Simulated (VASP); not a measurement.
# LiF (P6_3mc) in VASP: a series of runs

The runs below take LiF through single point, with PBE.

Everything below comes from runs of VASP 6.6.1. Logs are shortened: lines on timing, memory, paths and dates and some standing lists are left out, and cuts for length are marked.

### 1 The cell of the first run

It takes space group P6_3mc (No. 186, hexagonal). Conventional cell: a = 2.998 Å, b = 2.998 Å, c = 4.709 Å, α = 90.00°, β = 90.00°, γ = 120.00°. F (site symmetry 3m) has 4 Li at 1.81 to 1.82 Å within 2.4 Å. Within 2.4 Å of Li (site symmetry 3m) lie 4 F at 1.81 to 1.82 Å.

### 2 Single point, PBE

INCAR reads:

```
PREC = Accurate
ENCUT = 520
EDIFF = 1E-6
ISMEAR = -1
SIGMA = 0.05
LREAL = False
LASPH = True
NELM = 100
ALGO = Normal
ISIF = 2
LWAVE = False
LCHARG = False
GGA = PE
NBANDS = 18
```

KPOINTS reads:

```
regular mesh
0
Gamma
  10 10 6
```

POSCAR reads:

```
LiF
1.0
    2.9984541248      0.0000000000      0.0000000000
   -1.4992270624      2.5967374442      0.0000000000
    0.0000000000      0.0000000000      4.7091883689
F Li
2 2
Direct
    0.6666666667      0.3333333333      0.4938437400
    0.3333333333      0.6666666667      0.9938437400
    0.6666666667      0.3333333333      0.8811542600
    0.3333333333      0.6666666667      0.3811542600
```

Potentials or basis: VASP PAW PBE potentials, release 64 (F, Li_sv).

On the command line:

```sh
$ cat potpaw_PBE.64/F/POTCAR potpaw_PBE.64/Li_sv/POTCAR > POTCAR
$ mpirun -np 1 vasp_std > vasp.out
```

OUTCAR:

```text
PREC = Accurate
   ENCUT = 520
   EDIFF = 1E-6
   ISMEAR = -1
   LREAL = False
   LASPH = True
   NELM = 100
   ISIF = 2
   GGA = PE

 ion  position               nearest neighbor table
   1  0.667  0.333  0.494-   4 1.81   4 1.81   4 1.81   3 1.82
   2  0.333  0.667  0.994-   3 1.81   3 1.81   3 1.81   4 1.82
   3  0.667  0.333  0.881-   2 1.81   2 1.81   2 1.81   1 1.82
   4  0.333  0.667  0.381-   1 1.81   1 1.81   1 1.81   2 1.82

  LATTYP: Found a hexagonal cell.
 ALAT       =     2.9984541248
 C/A-ratio  =     1.5705387419

  Lattice vectors:

 A1 = (   2.9984541248,   0.0000000000,   0.0000000000)
 A2 = (  -1.4992270624,   2.5967374442,   0.0000000000)
 A3 = (   0.0000000000,   0.0000000000,   4.7091883689)

Analysis of symmetry for initial positions (statically):
=====================================================================
 Subroutine PRICEL returns:
 Original cell was already a primitive cell.

 Routine SETGRP: Setting up the symmetry group for a
 hexagonal supercell.

 Subroutine GETGRP returns: Found 12 space group operations
 (whereof  6 operations were pure point group operations)
 out of a pool of 24 trial point group operations.

The static configuration has the point symmetry C_3v.
 The point group associated with its full space group is C_6v.

Analysis of symmetry for dynamics (positions and initial velocities):
=====================================================================
 Subroutine PRICEL returns:
 Original cell was already a primitive cell.

 Routine SETGRP: Setting up the symmetry group for a
 hexagonal supercell.

 Subroutine GETGRP returns: Found 12 space group operations
 (whereof  6 operations were pure point group operations)
 out of a pool of 24 trial point group operations.

The dynamic configuration has the point symmetry C_3v.
 The point group associated with its full space group is C_6v.

 Subroutine INISYM returns: Found 12 space group operations
 (whereof  6 operations are pure point group operations),
 and found     1 'primitive' translations

----------------------------------------------------------------------------------------

                                     Primitive cell

  volume of cell :      36.6667

  direct lattice vectors                    reciprocal lattice vectors
     2.998454125  0.000000000  0.000000000     0.333505186  0.192549309  0.000000000
    -1.499227062  2.596737444  0.000000000     0.000000000  0.385098618  0.000000000
     0.000000000  0.000000000  4.709188369     0.000000000  0.000000000  0.212350818

  length of vectors
     2.998454125  2.998454125  4.709188369     0.385098618  0.385098618  0.212350818

  position of ions in fractional coordinates (direct lattice)
     0.666666667  0.333333333  0.493843740
     0.333333333  0.666666667  0.993843740
     0.666666667  0.333333333  0.881154260
     0.333333333  0.666666667  0.381154260

  ion indices of the primitive-cell ions
   primitive index   ion index
                 1           1
                 2           2
                 3           3
                 4           4

----------------------------------------------------------------------------------------

 KPOINTS: regular mesh

Automatic generation of k-mesh.
 Grid dimensions read from file:
 generate k-points for:   10   10    6

 Generating k-lattice:

  Cartesian coordinates                     Fractional coordinates (reciprocal lattice)
     0.033350519  0.019254931  0.000000000     0.100000000  0.000000000  0.000000000
     0.000000000  0.038509862  0.000000000     0.000000000  0.100000000  0.000000000
     0.000000000  0.000000000  0.035391803     0.000000000  0.000000000  0.166666667

  Length of vectors
     0.038509862  0.038509862  0.035391803

  Shift w.r.t. Gamma in fractional coordinates (k-lattice)
     0.000000000  0.000000000  0.000000000

 Subroutine IBZKPT returns following result:
 ===========================================

 Found     56 irreducible k-points:

 Following reciprocal coordinates:
            Coordinates               Weight
  0.000000  0.000000  0.000000      1.000000
  0.100000 -0.000000  0.000000      6.000000
  0.200000 -0.000000  0.000000      6.000000
  0.300000  0.000000  0.000000      6.000000
  0.400000 -0.000000  0.000000      6.000000
  0.500000 -0.000000  0.000000      3.000000
[... 16 lines left out ...]
  0.300000  0.100000  0.166667     24.000000
  0.400000  0.100000  0.166667     24.000000
 [... further k-points ...]
   k-points           NKPTS =     56   k-points in BZ     NKDIM =     56   number of bands    NBANDS=     18
   number of dos      NEDOS =    301   number of ions     NIONS =      4
   total plane-waves  NPLWV =  20736
   dimension x,y,z NGX =    24 NGY =   24 NGZ =   36
   dimension x,y,z NGXF=    48 NGYF=   48 NGZF=   72
   ions per type =               2   2
   NGX,Y,Z   is equivalent  to a cutoff of  13.31, 13.31, 12.71 a.u.
   NGXF,Y,Z  is equivalent  to a cutoff of  26.61, 26.61, 25.42 a.u.
 SYSTEM =  unknown system
   PREC   = accura    normal or accurate (medium, high low for compatibility)
   ISTART =      0    job   : 0-new  1-cont  2-samecut
   ICHARG =      2    charge: 1-file 2-atom 10-const
   ISPIN  =      1    spin polarized calculation?
   LNONCOLLINEAR =      F non collinear calculations
   LSORBIT =      F    spin-orbit coupling
   LASPH  =      T    aspherical Exc in radial PAW
   ENCUT  =  520.0 eV  38.22 Ry    6.18 a.u.   5.58  5.58  8.76*2*pi/ulx,y,z
   NELM   =    100;   NELMIN=  2; NELMDL= -5     # of ELM steps
   EDIFF  = 0.1E-05   stopping-criterion for ELM
   LREAL  =      F    real-space projection
   EDIFFG = 0.1E-04   stopping-criterion for IOM
   NSW    =      0    number of steps for IOM
   IBRION =     -1    ionic relax: 0-MD 1-quasi-New 2-CG
   NFREE  =      0    steps in history (QN), initial steepest desc. (CG)
   ISIF   =      2    stress and relaxation
   ISYM   =      2    0-nonsym 1-usesym 2-fastsym
   POTIM  = 0.5000    time-step for ionic-motion
   TEBEG  =    0.0;   TEEND  =   0.0 temperature during run
   PSTRESS=    0.0 pullay stress
   NELECT =      20.0000    total number of electrons
   NUPDOWN=      -1.0000    fix difference up-down
   EMIN   =  10.00;   EMAX   =-10.00  energy-range for DOS
   EFERMI =   0.00;   METHOD = LEGACY
   ISMEAR =    -1;   SIGMA  =   0.05  broadening in eV -4-tet -1-fermi 0-gaus
   EFERMI_NEDOS =   21; number of points for ismear=-14 and -15
   IALGO  =     38    algorithm
   IMIX   =      4    mixing-type and parameters
     AMIX     =   0.40;   BMIX     =  1.00
     AMIX_MAG =   1.60;   BMIX_MAG =  1.00
  volume/ion in A,a.u.               =       9.17        61.86
  Fermi-wavevector in a.u.,A,eV,Ry     =   1.337604  2.527706 24.343344  1.789185
  Thomas-Fermi vector in A             =   2.466140
   LORBIT       =      0    0 simple, 1 ext, 2 COOP (PROOUT), +10 PAW based schemes
   GGA     = PE    functional components
   LHFCALC =     F    Hartree Fock is set to
   AEXX    =    0.0000 exact exchange contribution
   IVDW    =     0    specifies the selected vdW correction
   LEPSILON=     F    determine dielectric tensor
   LRPA    =     F    only Hartree local field effects (RPA)
 non-spin polarized calculation
  energy-cutoff  :      520.00
  volume of cell :       36.67
 maximum number of plane-waves:      1014
 NGX is ok and might be reduce to    24
   NGX = 11   NGY = 11   NGZ = 17

 number of electron      20.0000025 magnetization

 Free energy of the ion-electron system (eV)
  ---------------------------------------------------
  ext. energy  EPLUGINS =         0.00000000
  ---------------------------------------------------
  free energy    TOTEN  =       -19.18067700 eV

  energy without entropy =      -19.18067700  energy(sigma->0) =      -19.18067700

 E-fermi :  -0.9996     XC(G=0):  -9.1919

 val. band max:       -2.0781683820   @ k =   0.0000   0.0000   0.0000
 cond. band min:       6.1772588627   @ k =   0.0000   0.0000   0.0000
 fundamental gap:      8.2554272447
 Fermi energy:        -0.9995830925

 k-point     1 :       0.0000    0.0000    0.0000
  band No.  band energies     occupation
      1     -42.3161      2.00000
      2     -42.2578      2.00000
      3     -21.6562      2.00000
      4     -21.3868      2.00000
      5      -4.4818      2.00000
      6      -2.5932      2.00000
[... 10 lines left out ...]
     17      18.3540      0.00000
     18      19.0105      0.00000

 k-point     2 :       0.1000   -0.0000    0.0000
  band No.  band energies     occupation
      1     -42.3118      2.00000
      2     -42.2562      2.00000
      3     -21.6419      2.00000
      4     -21.3845      2.00000
      5      -4.4273      2.00000
      6      -2.7101      2.00000
[... 10 lines left out ...]
     17      18.5025      0.00000
     18      19.0467      0.00000

 k-point     3 :       0.2000   -0.0000    0.0000
  band No.  band energies     occupation
      1     -42.3000      2.00000
      2     -42.2518      2.00000
      3     -21.6014      2.00000
      4     -21.3778      2.00000
      5      -4.2825      2.00000
      6      -3.0515      2.00000
[... 10 lines left out ...]
     17      18.6204      0.00000
     18      18.8266      0.00000

 k-point     4 :       0.3000    0.0000    0.0000
  band No.  band energies     occupation
      1     -42.2844      2.00000
      2     -42.2472      2.00000
      3     -21.5455      2.00000
      4     -21.3737      2.00000
      5      -4.1485      2.00000
      6      -3.4222      2.00000
[... 375 lines left out ...]
      4     -21.3881      2.00000
      5      -4.0753      2.00000
      6      -3.3740      2.00000
[... 10 lines left out ...]
     17      18.7008      0.00000
     18      19.1446      0.00000

 k-point    23 :       0.3000    0.1000    0.1667
  band No.  band energies     occupation
      1     -42.2729      2.00000
      2     -42.2474      2.00000
      3     -21.5018      2.00000
      4     -21.3851      2.00000
      5      -4.0880      2.00000
      6      -3.6246      2.00000
[... 10 lines left out ...]
     17      18.3438      0.00000
     18      19.5827      0.00000

 k-point    24 :       0.4000    0.1000    0.1667
  band No.  band energies     occupation
      1     -42.2627      2.00000
      2     -42.2463      2.00000
      3     -21.4603      2.00000
      4     -21.3913      2.00000
      5      -4.2628      2.00000
      6      -3.5741      2.00000
[... 10 lines left out ...]
     17      17.9617      0.00000
     18      19.9254      0.00000

 [... further k-points ...]
[... 5 lines left out ...]
  --------------------------------------------------------------------------------------
  -------------------------------------------------------------------------------------
  Total        1.9325026      1.9325026      1.7500828      0.0000000      0.0000000      0.0000000
  in kB       84.4421249     84.4421249     76.4711578      0.0000000      0.0000000      0.0000000
  external PRESSURE =      81.7851359 kB  Pullay stress =       0.0000000 kB

 VOLUME and BASIS-vectors are now :
 -----------------------------------------------------------------------------
  energy-cutoff  :      520.00
  volume of cell :       36.67
      direct lattice vectors                 reciprocal lattice vectors
     2.998454125  0.000000000  0.000000000     0.333505186  0.192549309  0.000000000
    -1.499227062  2.596737444  0.000000000     0.000000000  0.385098618  0.000000000
     0.000000000  0.000000000  4.709188369     0.000000000  0.000000000  0.212350818

 POSITION                                       TOTAL-FORCE (eV/Angst)
 -----------------------------------------------------------------------------------
      1.49923      0.86558      2.32560        -0.000000      0.000000     -0.006218
     -0.00000      1.73116      4.68020         0.000000     -0.000000     -0.006218
      1.49923      0.86558      4.14952         0.000000     -0.000000      0.006218
     -0.00000      1.73116      1.79493        -0.000000      0.000000      0.006218
 -----------------------------------------------------------------------------------
    total drift:                                0.000000      0.000001     -0.004297

  FREE ENERGIE OF THE ION-ELECTRON SYSTEM (eV)
  ---------------------------------------------------
  free  energy   TOTEN  =       -19.1806770026 eV

  energy  without entropy=      -19.1806770025  energy(sigma->0) =      -19.18067700
```

Run time: 33 s. Hardware: 1 thread of Intel Xeon Platinum 8259CL at 2.50GHz (Skylake/Cascade Lake), shared host; peak memory 0.16 GiB.

Results:

* Free energy: -19.1807 eV
* Largest force: 0.006 eV/Å
* Band gap on the k mesh: 8.26 eV

Forces in eV/Å, atoms in the order of the input:
```
F    0.000  0.000 -0.006
F    0.000  0.000 -0.006
Li   0.000  0.000  0.006
Li   0.000  0.000  0.006
```

Caveat: the cutoff is under 1.25 times the usual one of these potentials, so pressure, stress and relaxed cells hold a basis-set (Pulay) error.

### 3 Single point, PBE

This run uses another cell than the first one, of 9.36 Å³/atom.

INCAR reads:

```
SYSTEM = LiF
PREC = Accurate
ENCUT = 520
EDIFF = 1E-6
ISMEAR = -1
SIGMA = 0.05
LREAL = .False.
LASPH = .True.
NELM = 100
ALGO = Normal
ISIF = 2
LWAVE = .False.
LCHARG = .True.
GGA = PE
LELF = .True.
LVHAR = .True.
NBANDS = 18
```

KPOINTS reads:

```
Automatic mesh
0
Gamma
  10 10 6
  0 0 0
```

POSCAR reads:

```
LiF
1.0
    3.0195706947      0.0000000000      0.0000000000
   -1.5097853473      2.6150249301      0.0000000000
    0.0000000000      0.0000000000      4.7423527599
F Li
2 2
Direct
    0.6666666667      0.3333333333      0.4938437400
    0.3333333333      0.6666666667      0.9938437400
    0.6666666667      0.3333333333      0.8811542600
    0.3333333333      0.6666666667      0.3811542600
```

Potentials or basis: VASP PAW PBE potentials, release 64 (F, Li_sv).

On the command line:

```sh
$ cat potpaw_PBE.64/F/POTCAR potpaw_PBE.64/Li_sv/POTCAR > POTCAR
$ mpirun -np 1 vasp_std > vasp.out
```

Run time: 32 s. Hardware: 1 thread of Intel Xeon Platinum 8259CL at 2.50GHz (Skylake/Cascade Lake), shared host; peak memory 0.16 GiB.

The run converged. Its results:

```
Free energy            : -19.2184 eV
Largest force          : 0.003 eV/Å
Band gap on the k mesh : 8.13 eV
```

Forces in eV/Å, atoms in the order of the input:
```
F    0.000  0.000 -0.003
F    0.000  0.000 -0.003
Li   0.000  0.000  0.003
Li   0.000  0.000  0.003
```

Levels at points of the mesh, in eV from the valence-band top:
```csv
k point,band 6,band 7,band 8,band 9,band 10,band 11,band 12,band 13,band 14,band 15
"(0.00, 0.00, 0.00)",-0.50,-0.50,-0.16,-0.16,0.00,8.13,12.47,15.88,19.06,19.06
"(0.50, 0.00, 0.00)",-1.34,-1.11,-1.08,-0.58,-0.41,11.58,12.54,15.38,15.48,17.90
"(0.00, 0.00, 0.50)",-1.23,-0.33,-0.33,-0.33,-0.33,9.86,9.86,18.17,18.17,19.34
"(0.50, 0.00, 0.50)",-1.92,-0.76,-0.76,-0.61,-0.61,11.49,11.49,15.42,15.42,19.69
```

Caveat: the cutoff is under 1.25 times the usual one of these potentials, so pressure, stress and relaxed cells hold a basis-set (Pulay) error. A k mesh can miss the band edges.
